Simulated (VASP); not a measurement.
# Ni (Fm-3m) in VASP: a series of runs, part 3 of 3

VASP 6.6.1.

## 5. Single point, PBE, collinear spin, antiferromagnetic start

Input file INCAR:

```
SYSTEM = Ni
  PREC = Accurate
  ENCUT = 520
  EDIFF = 1E-6
  ISMEAR = -1
  SIGMA = 0.05
  LREAL = .FALSE.
  LASPH = .TRUE.
  NELM = 150
  ALGO = Normal
  ISIF = 2
  LWAVE = .FALSE.
  LCHARG = .FALSE.
  ISPIN = 2
  MAGMOM = 2 -2
  LORBIT = 11
  LMAXMIX = 4
  GGA = PE
  NBANDS = 21
  ISYM = 0
```

Input file KPOINTS:

```
regular mesh
0
G
  12 7 10
  0 0 0
```

Input file POSCAR:

```
Ni
1.0
    0.0000000000     -1.7680500000     -1.7680500000
   -3.5361000000     -1.7680500000     -1.7680500000
    0.0000000000      1.7680500000     -1.7680500000
Ni
2
Direct
    0.0000000000      0.0000000000      0.0000000000
    0.0000000000      0.5000000000      0.5000000000
```

Potentials or basis: VASP PAW PBE potentials, release 64 (Ni).

Run with:

```sh
$ cat potpaw_PBE.64/Ni/POTCAR > POTCAR
$ mpirun -np 1 vasp_std > vasp.out
```

OUTCAR:

```text
SYSTEM = Ni
   PREC = Accurate
   ENCUT = 520
   EDIFF = 1E-6
   ISMEAR = -1
   LREAL = .FALSE.
   LASPH = .TRUE.
   NELM = 150
   ISIF = 2
   ISPIN = 2
   LORBIT = 11
   GGA = PE
   ISYM = 0

 ion  position               nearest neighbor table
   1  0.000  0.000  0.000-   2 2.50   2 2.50   2 2.50   2 2.50   2 2.50   2 2.50   2 2.50   2 2.50

   2  0.000  0.500  0.500-   1 2.50   1 2.50   1 2.50   1 2.50   1 2.50   1 2.50   1 2.50   1 2.50

IMPORTANT INFORMATION: All symmetrisations will be switched off!
NOSYMM: (Re-)initialisation of all symmetry stuff for point group C_1.

----------------------------------------------------------------------------------------

                                     Primitive cell

  volume of cell :      22.1077

  direct lattice vectors                    reciprocal lattice vectors
     0.000000000 -1.768050000 -1.768050000     0.282797432 -0.282797432 -0.282797432
    -3.536100000 -1.768050000 -1.768050000    -0.282797432  0.000000000  0.000000000
     0.000000000  1.768050000 -1.768050000     0.000000000  0.282797432 -0.282797432

  length of vectors
     2.500400289  4.330820340  2.500400289     0.489819521  0.282797432  0.399935964

  position of ions in fractional coordinates (direct lattice)
     0.000000000  0.000000000  0.000000000
     0.000000000  0.500000000  0.500000000

  ion indices of the primitive-cell ions
   primitive index   ion index
                 1           1
                 2           2

----------------------------------------------------------------------------------------

 KPOINTS: regular mesh

Automatic generation of k-mesh.
 Grid dimensions read from file:
 generate k-points for:   12    7   10

 Generating k-lattice:

  Cartesian coordinates                     Fractional coordinates (reciprocal lattice)
     0.023566453 -0.023566453 -0.023566453     0.083333333  0.000000000  0.000000000
    -0.040399633  0.000000000  0.000000000     0.000000000  0.142857143  0.000000000
     0.000000000  0.028279743 -0.028279743     0.000000000  0.000000000  0.100000000

  Length of vectors
     0.040818293  0.040399633  0.039993596

  Shift w.r.t. Gamma in fractional coordinates (k-lattice)
     0.000000000  0.000000000  0.000000000

[... 114 lines left out ...]
  ---------------------------------------------------
  ext. energy  EPLUGINS =         0.00000000
  ---------------------------------------------------
  free energy    TOTEN  =       -10.85277263 eV

  energy without entropy =      -10.79697435  energy(sigma->0) =      -10.82487349

 E-fermi :   8.9655     XC(G=0): -13.1602

 val. band max:        8.9653276636   @ k =   0.0833   0.4286   0.5000
 cond. band min:       8.9662421915   @ k =   0.2500   0.1429   0.1000
 fundamental gap:      0.0009145279
 Fermi energy:         8.9654794421

 spin component 1

 k-point     1 :       0.0000    0.0000    0.0000
  band No.  band energies     occupation
      1       0.2353      1.00000
      2       4.7902      1.00000
      3       5.3645      1.00000
      4       7.1573      1.00000
      5       7.1602      1.00000
      6       7.1635      1.00000
[... 565 lines left out ...]
     20      36.8594      0.00000
     21      37.6071      0.00000

 [... further k-points ...]

 spin component 2

 k-point     1 :       0.0000    0.0000    0.0000
  band No.  band energies     occupation
      1       0.2353      1.00000
      2       4.7902      1.00000
      3       5.3645      1.00000
      4       7.1573      1.00000
      5       7.1602      1.00000
      6       7.1635      1.00000
[... 565 lines left out ...]
     20      36.8594      0.00000
     21      37.6071      0.00000

 [... further k-points ...]
[... 5 lines left out ...]
  --------------------------------------------------------------------------------------
  -------------------------------------------------------------------------------------
  Total       -0.5009317     -0.5461153     -0.5461169     -0.0079930      0.0087516     -0.0079936
  in kB      -36.3032466    -39.5777694    -39.5778821     -0.5792633      0.6342433     -0.5793067
  external PRESSURE =     -38.4862994 kB  Pullay stress =       0.0000000 kB

 VOLUME and BASIS-vectors are now :
 -----------------------------------------------------------------------------
  energy-cutoff  :      520.00
  volume of cell :       22.11
      direct lattice vectors                 reciprocal lattice vectors
     0.000000000 -1.768050000 -1.768050000     0.282797432 -0.282797432 -0.282797432
    -3.536100000 -1.768050000 -1.768050000    -0.282797432  0.000000000  0.000000000
     0.000000000  1.768050000 -1.768050000     0.000000000  0.282797432 -0.282797432

 POSITION                                       TOTAL-FORCE (eV/Angst)
 -----------------------------------------------------------------------------------
      0.00000      0.00000      0.00000        -0.000000      0.000000     -0.000000
     -1.76805      0.00000     -1.76805         0.000000     -0.000000      0.000000
 -----------------------------------------------------------------------------------
    total drift:                                0.000000      0.000001      0.000002

  FREE ENERGIE OF THE ION-ELECTRON SYSTEM (eV)
  ---------------------------------------------------
  free  energy   TOTEN  =       -10.8527726319 eV

  energy  without entropy=      -10.7969743475  energy(sigma->0) =      -10.82487349

 total charge

# of ion       s       p       d       tot
------------------------------------------
    1        0.487   0.479   8.319   9.285
    2        0.487   0.479   8.319   9.285
--------------------------------------------------
tot          0.974   0.958  16.638  18.569

 magnetization (x)

# of ion       s       p       d       tot
------------------------------------------
    1        0.000   0.001   0.099   0.101
    2       -0.000  -0.001  -0.099  -0.101
--------------------------------------------------
tot         -0.000  -0.000   0.000   0.000
```

Wall time 10 min (1 thread of Oxide Virtual Turin-like, shared host); peak memory 0.33 GiB.

What came out:

```
Free energy                                           : -10.8528 eV
Pressure                                              : -3.8 GPa
Band gap on the k mesh                                : zero (filled and empty bands overlap)
Net moment                                            : 0.00 μB per cell
Site moments                                          : Ni +0.10, -0.10 μB
Valence electrons inside the program's atomic spheres : Ni 9.29
```
